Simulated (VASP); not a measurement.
# YSb (zincblende type) (F-43m) in VASP: notebook, part 2 of 3

VASP 6.6.1. Earlier steps stand in the parts before.

## Step 5: Single point, LDA (volume scaled by 0.45)

INCAR

```
  PREC = Accurate
  ENCUT = 520
  EDIFF = 1E-7
  ISMEAR = -1
  SIGMA = 0.1
  LREAL = F
  LASPH = T
  NELM = 80
  ALGO = Normal
  ISIF = 2
  LWAVE = F
  LCHARG = T
  GGA = CA
  LELF = T
  LVHAR = T
  NBANDS = 15
```

KPOINTS

```
Automatic mesh
0
Gamma
  12 12 12
```

POSCAR

```
YSb
1.0
    0.0000000000      2.6022456419      2.6022456419
    2.6022456419      0.0000000000      2.6022456419
    2.6022456419      2.6022456419      0.0000000000
Y Sb
1 1
Direct
    0.0000000000      0.0000000000      0.0000000000
    0.2500000000      0.2500000000      0.2500000000
```

Potentials or basis: VASP PAW LDA potentials, release 64 (Y_sv, Sb).

On the command line:

```sh
$ cat potpaw_LDA.64/Y_sv/POTCAR potpaw_LDA.64/Sb/POTCAR > POTCAR
$ mpirun -np 1 vasp_std > vasp.out
```

OUTCAR:

```text
PREC = Accurate
   ENCUT = 520
   EDIFF = 1E-7
   ISMEAR = -1
   LREAL = F
   LASPH = T
   NELM = 80
   ISIF = 2
   GGA = CA

 ion  position               nearest neighbor table
   1  0.000  0.000  0.000-   2 2.25   2 2.25   2 2.25   2 2.25
   2  0.250  0.250  0.250-   1 2.25   1 2.25   1 2.25   1 2.25

  LATTYP: Found a face centered cubic cell.
 ALAT       =     5.2044912838

  Lattice vectors:

 A1 = (   0.0000000000,   2.6022456419,   2.6022456419)
 A2 = (   2.6022456419,   0.0000000000,   2.6022456419)
 A3 = (   2.6022456419,   2.6022456419,   0.0000000000)

Analysis of symmetry for initial positions (statically):
=====================================================================
 Subroutine PRICEL returns:
 Original cell was already a primitive cell.

 Routine SETGRP: Setting up the symmetry group for a
 face centered cubic supercell.

 Subroutine GETGRP returns: Found 24 space group operations
 (whereof 24 operations were pure point group operations)
 out of a pool of 48 trial point group operations.

The static configuration has the point symmetry T_d .

Analysis of symmetry for dynamics (positions and initial velocities):
=====================================================================
 Subroutine PRICEL returns:
 Original cell was already a primitive cell.

 Routine SETGRP: Setting up the symmetry group for a
 face centered cubic supercell.

 Subroutine GETGRP returns: Found 24 space group operations
 (whereof 24 operations were pure point group operations)
 out of a pool of 48 trial point group operations.

The dynamic configuration has the point symmetry T_d .

 Subroutine INISYM returns: Found 24 space group operations
 (whereof 24 operations are pure point group operations),
 and found     1 'primitive' translations

----------------------------------------------------------------------------------------

                                     Primitive cell

  volume of cell :      35.2432

  direct lattice vectors                    reciprocal lattice vectors
     0.000000000  2.602245642  2.602245642    -0.192141738  0.192141738  0.192141738
     2.602245642  0.000000000  2.602245642     0.192141738 -0.192141738  0.192141738
     2.602245642  2.602245642  0.000000000     0.192141738  0.192141738 -0.192141738

  length of vectors
     3.680131079  3.680131079  3.680131079     0.332799252  0.332799252  0.332799252

  position of ions in fractional coordinates (direct lattice)
     0.000000000  0.000000000  0.000000000
     0.250000000  0.250000000  0.250000000

  ion indices of the primitive-cell ions
   primitive index   ion index
                 1           1
                 2           2

----------------------------------------------------------------------------------------

 KPOINTS: Automatic mesh

Automatic generation of k-mesh.
 Grid dimensions read from file:
 generate k-points for:   12   12   12

 Generating k-lattice:

  Cartesian coordinates                     Fractional coordinates (reciprocal lattice)
    -0.016011811  0.016011811  0.016011811     0.083333333  0.000000000  0.000000000
     0.016011811 -0.016011811  0.016011811     0.000000000  0.083333333  0.000000000
     0.016011811  0.016011811 -0.016011811     0.000000000  0.000000000  0.083333333

  Length of vectors
     0.027733271  0.027733271  0.027733271

  Shift w.r.t. Gamma in fractional coordinates (k-lattice)
     0.000000000  0.000000000  0.000000000

 Subroutine IBZKPT returns following result:
 ===========================================

 Found     72 irreducible k-points:

 Following reciprocal coordinates:
            Coordinates               Weight
  0.000000  0.000000  0.000000      1.000000
  0.083333  0.000000  0.000000      8.000000
  0.166667  0.000000  0.000000      8.000000
  0.250000  0.000000  0.000000      8.000000
  0.333333  0.000000  0.000000      8.000000
  0.416667  0.000000  0.000000      8.000000
[... 16 lines left out ...]
  0.500000  0.166667  0.000000     24.000000
 -0.416667  0.166667  0.000000     24.000000
 [... further k-points ...]
   k-points           NKPTS =     72   k-points in BZ     NKDIM =     72   number of bands    NBANDS=     15
   number of dos      NEDOS =    301   number of ions     NIONS =      2
   total plane-waves  NPLWV =  21952
   dimension x,y,z NGX =    28 NGY =   28 NGZ =   28
   dimension x,y,z NGXF=    56 NGYF=   56 NGZF=   56
   ions per type =               1   1
   NGX,Y,Z   is equivalent  to a cutoff of  12.65, 12.65, 12.65 a.u.
   NGXF,Y,Z  is equivalent  to a cutoff of  25.30, 25.30, 25.30 a.u.
 SYSTEM =  unknown system
   PREC   = accura    normal or accurate (medium, high low for compatibility)
   ISTART =      0    job   : 0-new  1-cont  2-samecut
   ICHARG =      2    charge: 1-file 2-atom 10-const
   ISPIN  =      1    spin polarized calculation?
   LNONCOLLINEAR =      F non collinear calculations
   LSORBIT =      F    spin-orbit coupling
   LASPH  =      T    aspherical Exc in radial PAW
   ENCUT  =  520.0 eV  38.22 Ry    6.18 a.u.   6.84  6.84  6.84*2*pi/ulx,y,z
   NELM   =     80;   NELMIN=  2; NELMDL= -5     # of ELM steps
   EDIFF  = 0.1E-06   stopping-criterion for ELM
   LREAL  =      F    real-space projection
   EDIFFG = 0.1E-05   stopping-criterion for IOM
   NSW    =      0    number of steps for IOM
   IBRION =     -1    ionic relax: 0-MD 1-quasi-New 2-CG
   NFREE  =      0    steps in history (QN), initial steepest desc. (CG)
   ISIF   =      2    stress and relaxation
   ISYM   =      2    0-nonsym 1-usesym 2-fastsym
   POTIM  = 0.5000    time-step for ionic-motion
   TEBEG  =    0.0;   TEEND  =   0.0 temperature during run
   PSTRESS=    0.0 pullay stress
   NELECT =      16.0000    total number of electrons
   NUPDOWN=      -1.0000    fix difference up-down
   EMIN   =  10.00;   EMAX   =-10.00  energy-range for DOS
   EFERMI =   0.00;   METHOD = LEGACY
   ISMEAR =    -1;   SIGMA  =   0.10  broadening in eV -4-tet -1-fermi 0-gaus
   EFERMI_NEDOS =   21; number of points for ismear=-14 and -15
   IALGO  =     38    algorithm
   IMIX   =      4    mixing-type and parameters
     AMIX     =   0.40;   BMIX     =  1.00
     AMIX_MAG =   1.60;   BMIX_MAG =  1.00
  volume/ion in A,a.u.               =      17.62       118.92
  Fermi-wavevector in a.u.,A,eV,Ry     =   1.258220  2.377691 21.539617  1.583117
  Thomas-Fermi vector in A             =   2.391840
   LORBIT       =      0    0 simple, 1 ext, 2 COOP (PROOUT), +10 PAW based schemes
   GGA     = CA    functional components
   LHFCALC =     F    Hartree Fock is set to
   AEXX    =    0.0000 exact exchange contribution
   IVDW    =     0    specifies the selected vdW correction
   LEPSILON=     F    determine dielectric tensor
   LRPA    =     F    only Hartree local field effects (RPA)
 non-spin polarized calculation
  energy-cutoff  :      520.00
  volume of cell :       35.24
 maximum number of plane-waves:       960
   NGX = 13   NGY = 13   NGZ = 13

 number of electron      16.0000000 magnetization

 Free energy of the ion-electron system (eV)
  ---------------------------------------------------
  ext. energy  EPLUGINS =         0.00000000
  ---------------------------------------------------
  free energy    TOTEN  =        -2.37464282 eV

  energy without entropy =       -2.35737397  energy(sigma->0) =       -2.36600840

 E-fermi :   9.9899     XC(G=0): -12.0364

 val. band max:        9.9697652945   @ k =   0.5000   0.4167   0.0833
 cond. band min:       9.9931988373   @ k =   0.3333   0.2500   0.0000
 fundamental gap:      0.0234335428
 Fermi energy:         9.9899049560

 k-point     1 :       0.0000    0.0000    0.0000
  band No.  band energies     occupation
      1     -31.7435      2.00000
      2     -11.9331      2.00000
      3     -11.9331      2.00000
      4     -11.9331      2.00000
      5      -1.5149      2.00000
      6       6.9264      2.00000
      7       6.9264      2.00000
      8       6.9265      2.00000
      9      12.2819      0.00000
     10      12.2819      0.00000
     11      14.9525      0.00000
     12      17.6575      0.00000
     13      17.6575      0.00000
     14      17.6575      0.00000
     15      21.7904      0.00000
[... 397 lines left out ...]
 k-point    24 :      -0.4167    0.1667    0.0000
  band No.  band energies     occupation
      1     -31.5533      2.00000
      2     -13.1987      2.00000
      3     -12.3330      2.00000
      4     -12.1742      2.00000
      5       1.2642      2.00000
      6       6.3103      2.00000
      7       7.2224      2.00000
      8       8.0281      2.00000
      9      12.4436      0.00000
     10      12.5310      0.00000
     11      13.9885      0.00000
     12      16.5368      0.00000
     13      17.2847      0.00000
     14      17.4023      0.00000
     15      22.7558      0.00000

 [... further k-points ...]
[... 5 lines left out ...]
  --------------------------------------------------------------------------------------
  -------------------------------------------------------------------------------------
  Total       31.9124428     31.9124428     31.9124428     -0.0000000     -0.0000000      0.0000000
  in kB     1450.7606448   1450.7606448   1450.7606448     -0.0000000     -0.0000000      0.0000000
  external PRESSURE =    1450.7606448 kB  Pullay stress =       0.0000000 kB

 VOLUME and BASIS-vectors are now :
 -----------------------------------------------------------------------------
  energy-cutoff  :      520.00
  volume of cell :       35.24
      direct lattice vectors                 reciprocal lattice vectors
     0.000000000  2.602245642  2.602245642    -0.192141738  0.192141738  0.192141738
     2.602245642  0.000000000  2.602245642     0.192141738 -0.192141738  0.192141738
     2.602245642  2.602245642  0.000000000     0.192141738  0.192141738 -0.192141738

 POSITION                                       TOTAL-FORCE (eV/Angst)
 -----------------------------------------------------------------------------------
      0.00000      0.00000      0.00000        -0.000000     -0.000000     -0.000000
      1.30112      1.30112      1.30112         0.000000      0.000000      0.000000
 -----------------------------------------------------------------------------------
    total drift:                               -0.000000     -0.000000     -0.000000

  FREE ENERGIE OF THE ION-ELECTRON SYSTEM (eV)
  ---------------------------------------------------
  free  energy   TOTEN  =        -2.3746428245 eV

  energy  without entropy=       -2.3573739703  energy(sigma->0) =       -2.36600840
```

OSZICAR:

```text
N       E                     dE             d eps       ncg     rms          rms(c)
DAV:   1     0.749081579266E+02    0.74908E+02   -0.75127E+03  2160   0.102E+03
DAV:   2     0.552418090038E+00   -0.74356E+02   -0.69434E+02  2904   0.218E+02
DAV:   3    -0.246486143208E+01   -0.30173E+01   -0.29704E+01  2838   0.355E+01
DAV:   4    -0.255887610110E+01   -0.94015E-01   -0.93934E-01  2889   0.619E+00
DAV:   5    -0.256192067010E+01   -0.30446E-02   -0.30445E-02  2928   0.918E-01    0.734E+01
DAV:   6    -0.235688665613E+01    0.20503E+00   -0.32887E-01  3016   0.309E+00    0.431E+01
DAV:   7    -0.238140203313E+01   -0.24515E-01   -0.38609E-01  3408   0.274E+00    0.150E+00
DAV:   8    -0.237491285047E+01    0.64892E-02   -0.31838E-02  2328   0.145E+00    0.635E-01
DAV:   9    -0.237466082085E+01    0.25203E-03   -0.42010E-03  2959   0.467E-01    0.136E-01
DAV:  10    -0.237464647578E+01    0.14345E-04   -0.13750E-04  2479   0.892E-02    0.383E-02
DAV:  11    -0.237464252573E+01    0.39501E-05   -0.12730E-05  3407   0.232E-02    0.140E-02
DAV:  12    -0.237464276816E+01   -0.24243E-06   -0.56540E-07  2510   0.624E-03    0.519E-03
DAV:  13    -0.237464282447E+01   -0.56309E-07   -0.15816E-07  2861   0.267E-03
   1 F= -.23746428E+01 E0= -.23660084E+01  d E =-.172689E-01
```

It took 60 s on 1 thread of Intel Xeon 6975P-C, shared host; peak memory 0.19 GiB.

Results:

```yaml
Free_energy: -2.3746 eV
Pressure: 145.1 GPa
Band_gap_on_the_k_mesh: zero (band 8 reaches 10.60 eV, above the bottom of band 9 at 9.43 eV)
```

Levels at points of the mesh, in eV from the Fermi level:
| k point | band 6 | band 7 | band 8 | band 9 | band 10 | band 11 |
| --- | --- | --- | --- | --- | --- | --- |
| (0.00, 0.00, 0.00) | -3.06 | -3.06 | -3.06 | 2.29 | 2.29 | 4.96 |
| (0.50, 0.00, 0.00) | -3.57 | -2.41 | -2.41 | 3.15 | 3.15 | 3.99 |
| (0.50, 0.50, 0.00) | -5.74 | -0.53 | 0.61 | 0.61 | 3.19 | 4.13 |

Caveat: spin-orbit coupling is left out, which moves the levels of the heavy elements.

(Part 2 of 3 ends here.)
